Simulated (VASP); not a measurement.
# SnSe (Fm-3m) in VASP: notebook, part 2 of 2

VASP 6.6.1.

**5. Vibrations by perturbation theory, PBE**

Input file INCAR:

```
PREC = Accurate
ENCUT = 520
EDIFF = 1E-8
ISMEAR = -1
SIGMA = 0.05
LREAL = F
LASPH = T
NELM = 80
ALGO = Normal
ISIF = 2
LWAVE = F
LCHARG = F
GGA = PE
NBANDS = 17
IBRION = 8
NSW = 1
```

Input file KPOINTS:

```
Automatic mesh
0
Gamma
  6 6 6
```

Input file POSCAR:

```
SnSe
1.0
    0.0000000000      3.0100000000      3.0100000000
    3.0100000000      0.0000000000      3.0100000000
    3.0100000000      3.0100000000      0.0000000000
Sn Se
1 1
Direct
    0.0000000000      0.0000000000      0.0000000000
    0.5000000000      0.5000000000      0.5000000000
```

Potentials or basis: VASP PAW PBE potentials, release 64 (Sn_d, Se).

Run with:

```console
> cat potpaw_PBE.64/Sn_d/POTCAR potpaw_PBE.64/Se/POTCAR > POTCAR
> mpirun -np 1 vasp_std > vasp.out
```

OUTCAR:

```text
PREC = Accurate
   ENCUT = 520
   EDIFF = 1E-8
   ISMEAR = -1
   LREAL = F
   LASPH = T
   NELM = 80
   ISIF = 2
   GGA = PE
   IBRION = 8
   NSW = 1

 ion  position               nearest neighbor table
   1  0.000  0.000  0.000-   2 3.01   2 3.01   2 3.01   2 3.01   2 3.01   2 3.01
   2  0.500  0.500  0.500-   1 3.01   1 3.01   1 3.01   1 3.01   1 3.01   1 3.01

  LATTYP: Found a face centered cubic cell.
 ALAT       =     6.0200000000

  Lattice vectors:

 A1 = (   0.0000000000,   3.0100000000,   3.0100000000)
 A2 = (   3.0100000000,   0.0000000000,   3.0100000000)
 A3 = (   3.0100000000,   3.0100000000,   0.0000000000)

Analysis of symmetry for initial positions (statically):
=====================================================================
 Subroutine PRICEL returns:
 Original cell was already a primitive cell.

 Routine SETGRP: Setting up the symmetry group for a
 face centered cubic supercell.

 Subroutine GETGRP returns: Found 48 space group operations
[... 9 lines left out ...]

 Routine SETGRP: Setting up the symmetry group for a
 face centered cubic supercell.

 Subroutine GETGRP returns: Found 48 space group operations
[... 11 lines left out ...]
                                     Primitive cell

  volume of cell :      54.5418

  direct lattice vectors                    reciprocal lattice vectors
     0.000000000  3.010000000  3.010000000    -0.166112957  0.166112957  0.166112957
     3.010000000  0.000000000  3.010000000     0.166112957 -0.166112957  0.166112957
     3.010000000  3.010000000  0.000000000     0.166112957  0.166112957 -0.166112957

  length of vectors
     4.256782823  4.256782823  4.256782823     0.287716081  0.287716081  0.287716081

  position of ions in fractional coordinates (direct lattice)
     0.000000000  0.000000000  0.000000000
     0.500000000  0.500000000  0.500000000

  ion indices of the primitive-cell ions
   primitive index   ion index
                 1           1
                 2           2

----------------------------------------------------------------------------------------

 KPOINTS: Automatic mesh

Automatic generation of k-mesh.
 Grid dimensions read from file:
 generate k-points for:    6    6    6

 Generating k-lattice:

  Cartesian coordinates                     Fractional coordinates (reciprocal lattice)
    -0.027685493  0.027685493  0.027685493     0.166666667  0.000000000  0.000000000
     0.027685493 -0.027685493  0.027685493     0.000000000  0.166666667  0.000000000
     0.027685493  0.027685493 -0.027685493     0.000000000  0.000000000  0.166666667

  Length of vectors
     0.047952680  0.047952680  0.047952680

  Shift w.r.t. Gamma in fractional coordinates (k-lattice)
     0.000000000  0.000000000  0.000000000

[... 87 lines left out ...]

  energy without entropy =       -8.23548890  energy(sigma->0) =       -8.23552777

 E-fermi :   5.8662     XC(G=0):  -9.6060

 val. band max:        5.5771871971   @ k =   0.5000   0.0000   0.0000
 cond. band min:       6.1552810046   @ k =   0.5000   0.0000   0.0000
 fundamental gap:      0.5780938075
 Fermi energy:         5.8661569675

 k-point     1 :       0.0000    0.0000    0.0000
  band No.  band energies     occupation
      1     -16.0261      2.00000
      2     -16.0261      2.00000
      3     -16.0261      2.00000
      4     -16.0244      2.00000
      5     -16.0244      2.00000
      6      -8.2954      2.00000
[... 299 lines left out ...]
      6      -7.0703      2.00000
[... 9 lines left out ...]
     16      16.7395      0.00000
     17      18.2957      0.00000

------------------------ aborting loop because EDIFF is reached ----------------------------------------

  FORCE on cell =-STRESS in cart. coord.  units (eV):
  Direction    XX          YY          ZZ          XY          YZ          ZX
  --------------------------------------------------------------------------------------
  -------------------------------------------------------------------------------------
  Total        0.2068941      0.2068941      0.2068941      0.0000000      0.0000000     -0.0000000
  in kB        6.0775608      6.0775608      6.0775608      0.0000000      0.0000000     -0.0000000
  external PRESSURE =       6.0775608 kB  Pullay stress =       0.0000000 kB

 VOLUME and BASIS-vectors are now :
 -----------------------------------------------------------------------------
  energy-cutoff  :      520.00
  volume of cell :       54.54
      direct lattice vectors                 reciprocal lattice vectors
     0.000000000  3.010000000  3.010000000    -0.166112957  0.166112957  0.166112957
     3.010000000  0.000000000  3.010000000     0.166112957 -0.166112957  0.166112957
     3.010000000  3.010000000  0.000000000     0.166112957  0.166112957 -0.166112957

 POSITION                                       TOTAL-FORCE (eV/Angst)
 -----------------------------------------------------------------------------------
      0.00000      0.00000      0.00000        -0.000000      0.000000     -0.000000
      3.01000      3.01000      3.01000         0.000000     -0.000000      0.000000
 -----------------------------------------------------------------------------------
    total drift:                                0.000000     -0.000000     -0.000000

  FREE ENERGIE OF THE ION-ELECTRON SYSTEM (eV)
  ---------------------------------------------------
  free  energy   TOTEN  =        -8.2355666291 eV

  energy  without entropy=       -8.2354889014  energy(sigma->0) =       -8.23552777

[... ionic steps 2 to 3 ...]

--------------------------------------- Ionic step        4  -------------------------------------------

------------------------ aborting loop because EDIFF is reached ----------------------------------------

[... ionic steps 5 to 6 ...]

--------------------------------------- Ionic step        7  -------------------------------------------

 Free energy of the ion-electron system (eV)
  ---------------------------------------------------
  ---------------------------------------------------
  free energy    TOTEN  =        -0.08372707 eV

  energy without entropy =       -0.08372707

------------------------ aborting loop because EDIFF is reached ----------------------------------------

 INTERNAL STRAIN TENSOR  FOR ION    2  DIRECTION 1   (eV/Angst):
 -----------------------------------------------------------------------------
     0.00116  0.00000 -0.00000
     0.00000  0.00459  0.00000
     0.00000  0.00000  0.00459

 INTERNAL STRAIN TENSOR FOR ION    2 for displacements in x,y,z  (eV/Angst):
          X           Y           Z          XY          YZ          ZX
  --------------------------------------------------------------------------------
  x     0.00000     0.00000     0.00000     0.00000     0.00000     0.00000
  y     0.00000     0.00000     0.00000     0.00000     0.00000     0.00000
  z     0.00000     0.00000     0.00000     0.00000     0.00000     0.00000

 SECOND DERIVATIVES (NOT SYMMETRIZED)
 ------------------------------------
               1X          1Y          1Z          2X          2Y          2Z
  1X    -0.110024    0.000000    0.000000    0.110024    0.000000    0.000000
  1Y     0.000000   -0.110024    0.000000    0.000000    0.110024    0.000000
  1Z     0.000000    0.000000   -0.110024    0.000000    0.000000    0.110024
  2X     0.088016    0.000000    0.000000   -0.088016    0.000000    0.000000
  2Y     0.000000    0.088016    0.000000    0.000000   -0.088016    0.000000
  2Z     0.000000    0.000000    0.088016    0.000000    0.000000   -0.088016

 Eigenvectors and eigenvalues of the dynamical matrix
 ----------------------------------------------------

   1 f  =    0.707454 THz     4.445063 2PiTHz   23.598115 cm-1     2.925792 meV
             X         Y         Z           dx          dy          dz
      0.000000  0.000000  0.000000     0.673998   -0.000000    0.000000
      3.010000  3.010000  3.010000    -0.738733    0.000000    0.000000
[... 21 lines left out ...]
   6 f/i=    0.039266 THz     0.246714 2PiTHz    1.309765 cm-1     0.162390 meV
             X         Y         Z           dx          dy          dz
      0.000000  0.000000  0.000000     0.271778   -0.686923    0.000000
      3.010000  3.010000  3.010000     0.247962   -0.626728    0.000000

--------------------------------------------------------------------------------------------------------

 ELASTIC MODULI CONTR FROM IONIC RELAXATION (kBar)
 Direction    XX          YY          ZZ          XY          YZ          ZX
 --------------------------------------------------------------------------------
 XX           0.0000      0.0000      0.0000      0.0000      0.0000      0.0000
 YY           0.0000      0.0000      0.0000      0.0000      0.0000      0.0000
 ZZ           0.0000      0.0000      0.0000      0.0000      0.0000      0.0000
 XY           0.0000      0.0000      0.0000      0.0000      0.0000      0.0000
 YZ           0.0000      0.0000      0.0000      0.0000      0.0000      0.0000
 ZX           0.0000      0.0000      0.0000      0.0000      0.0000      0.0000
 --------------------------------------------------------------------------------
```

Run time: 3.7 min. Hardware: 1 thread of AMD EPYC 7R13, shared host; peak memory 0.22 GiB.

What came out:

```yaml
Highest_phonon_frequency_at_Γ_LO-TO_splitting_left_out: 24 cm⁻¹
```

Phonon frequencies in cm⁻¹ (negative: imaginary):
| q point | frequencies |
| --- | --- |
| (0.000, 0.000, 0.000) | -1 -1 -1 24 24 24 |

Caveat: spin-orbit coupling is left out, which moves the levels of the heavy elements.

**6. Dielectric tensor, PBEsol**

Input file INCAR:

```
SYSTEM = SnSe
PREC = Accurate ; ENCUT = 520
EDIFF = 1E-8 ; ISMEAR = 0
SIGMA = 0.01 ; LREAL = .False.
LASPH = .True. ; NELM = 60
ALGO = Normal ; ISIF = 2
LWAVE = .False. ; LCHARG = .False.
GGA = PS ; LEPSILON = .True.
```

Input file KPOINTS:

```
regular mesh
0
Gamma
  8 8 8
  0 0 0
```

POSCAR is that of step 5.

Potentials or basis: VASP PAW PBE potentials, release 64 (Sn_d, Se).

Run with:

```console
> cat potpaw_PBE.64/Sn_d/POTCAR potpaw_PBE.64/Se/POTCAR > POTCAR
> mpirun -np 1 vasp_std > vasp.out
```

OUTCAR:

```text
SYSTEM = SnSe
   PREC = Accurate
   ENCUT = 520
   EDIFF = 1E-8
   ISMEAR = 0
   LREAL = .False.
   LASPH = .True.
   NELM = 60
   ISIF = 2
   GGA = PS
   LEPSILON = .True.

 ion  position               nearest neighbor table
   1  0.000  0.000  0.000-   2 3.01   2 3.01   2 3.01   2 3.01   2 3.01   2 3.01
   2  0.500  0.500  0.500-   1 3.01   1 3.01   1 3.01   1 3.01   1 3.01   1 3.01

  LATTYP: Found a face centered cubic cell.
 ALAT       =     6.0200000000

  Lattice vectors:

 A1 = (   0.0000000000,   3.0100000000,   3.0100000000)
 A2 = (   3.0100000000,   0.0000000000,   3.0100000000)
[... 655 lines left out ...]
 -----------------------------------------------------------------------------
     0.00369  0.00000  0.00000
     0.00000  0.00369 -0.00000
     0.00000  0.00000 -0.00380

 MACROSCOPIC STATIC DIELECTRIC TENSOR (including local field effects in DFT)
 ------------------------------------------------------
          28.368840    -0.000000     0.000000
          -0.000000    28.368840    -0.000000
           0.000000     0.000000    28.368840
 ------------------------------------------------------

 PIEZOELECTRIC TENSOR (including local field effects)  for field in x, y, z        (e  Angst)
          XX          YY          ZZ          XY          YZ          ZX
  --------------------------------------------------------------------------------
  x     0.00000     0.00000     0.00000     0.00000     0.00000     0.00000
  y     0.00000     0.00000     0.00000     0.00000     0.00000     0.00000
  z     0.00000     0.00000     0.00000     0.00000     0.00000     0.00000

 PIEZOELECTRIC TENSOR (including local field effects)  for field in x, y, z        (C/m^2)
          XX          YY          ZZ          XY          YZ          ZX
  --------------------------------------------------------------------------------
  x     0.00000     0.00000     0.00000     0.00000     0.00000     0.00000
  y     0.00000     0.00000     0.00000     0.00000     0.00000     0.00000
  z     0.00000     0.00000     0.00000     0.00000     0.00000     0.00000

 BORN EFFECTIVE CHARGES (including local field effects) (in |e|, cummulative output)
 ---------------------------------------------------------------------------------
 ion    1
    1     5.76411     0.00000     0.00000
    2     0.00000     5.76411     0.00000
    3     0.00000     0.00000     5.76411
 ion    2
    1    -5.76411     0.00000     0.00000
    2     0.00000    -5.76411     0.00000
    3     0.00000     0.00000    -5.76411
```

OSZICAR:

```text
N       E                     dE             d eps       ncg     rms          rms(c)
[... 13 lines left out ...]
RMM:   7    -0.432793100768E+01   -0.68412E-03   -0.98016E-05  3040   0.611E-02    0.115E-02
RMM:   8    -0.432853694736E+01   -0.60594E-03    0.14936E-05  3079   0.282E-02    0.264E-03
RMM:   9    -0.432845899479E+01    0.77953E-04    0.86102E-05  3187   0.776E-03    0.105E-03
RMM:  10    -0.432844185409E+01    0.17141E-04    0.45279E-06  3210   0.259E-03    0.168E-04
RMM:  11    -0.432843082072E+01    0.11033E-04    0.88832E-06  3274   0.685E-04    0.629E-05
RMM:  12    -0.432843094967E+01   -0.12895E-06    0.26115E-06  2630   0.221E-04    0.254E-05
RMM:  13    -0.432843134187E+01   -0.39220E-06    0.19756E-08  1349   0.844E-05    0.100E-05
RMM:  14    -0.432843089703E+01    0.44484E-06    0.10428E-08   765   0.554E-05    0.205E-06
```

It took 3.5 min on 1 thread of Intel Xeon Platinum 8259CL at 2.50GHz (Skylake/Cascade Lake), shared host; peak memory 0.29 GiB.

Results:

```yaml
Band_gap_on_the_k_mesh: 0.65 eV, direct
Electronic_dielectric_tensor_diagonal: 28.37
Born_charges_mean_of_the_diagonal: Sn +5.76; Se -5.76 e
```

Levels at points of the mesh, in eV from the valence-band top:
```csv
k point,band 8,band 9,band 10,band 11,band 12,band 13
"(0.00, 0.00, 0.00)",-2.10,-2.10,-2.10,4.37,4.37,4.37
"(0.50, 0.00, 0.00)",-1.85,-1.85,0.00,0.65,1.30,1.30
"(0.50, 0.50, 0.00)",-5.42,-3.56,-3.56,3.01,5.41,5.41
```

Electronic dielectric tensor:
```
28.37  0.00  0.00
 0.00 28.37  0.00
 0.00  0.00 28.37
```

Born effective charge tensors (e):
atom 1, Sn
```
5.76 0.00 0.00
0.00 5.76 0.00
0.00 0.00 5.76
```
atom 2, Se
```
-5.76  0.00  0.00
 0.00 -5.76  0.00
 0.00  0.00 -5.76
```

Caveat: the gap is small at this level, which inflates the dielectric constant; the PAW data sets were made with another functional, which shifts forces and pressure a little; spin-orbit coupling is left out, which moves the levels of the heavy elements.

**7. The runs side by side**

```csv
task,level,potentials or basis,k mesh,cutoff (eV),smearing,ions in elastic constants,gap on the mesh (eV)
vibrations by perturbation theory,LDA,"VASP PAW LDA potentials, release 64 (Sn_d, Se)",6 × 6 × 6,520,fermi-dirac 0.05 eV,-,-
dielectric tensor,LDA,"VASP PAW LDA potentials, release 64 (Sn_d, Se)",8 × 8 × 8,520,gaussian 0.01 eV,-,0.63
elastic constants,LDA,"VASP PAW LDA potentials, release 64 (Sn_d, Se)",6 × 6 × 6,600,fermi-dirac 0.05 eV,relaxed,-
vibrations by perturbation theory,PBE,"VASP PAW PBE potentials, release 64 (Sn_d, Se)",6 × 6 × 6,520,fermi-dirac 0.05 eV,-,-
dielectric tensor,PBEsol,"VASP PAW PBE potentials, release 64 (Sn_d, Se)",8 × 8 × 8,520,gaussian 0.01 eV,-,0.65
```

Alike in all rows: no spin polarisation; cell as given.

Caveats: spin-orbit coupling is left out, which moves the levels of the heavy elements; some modes are imaginary (some runs); the gap is small at this level, which inflates the dielectric constant (some runs); the cell wasn't relaxed at this level first, which shifts response properties (some runs); the cell is under stress, which shifts elastic constants (some runs); the PAW data sets were made with another functional, which shifts forces and pressure a little (some runs).

Absolute energies hang on the potentials; compare differences alone.
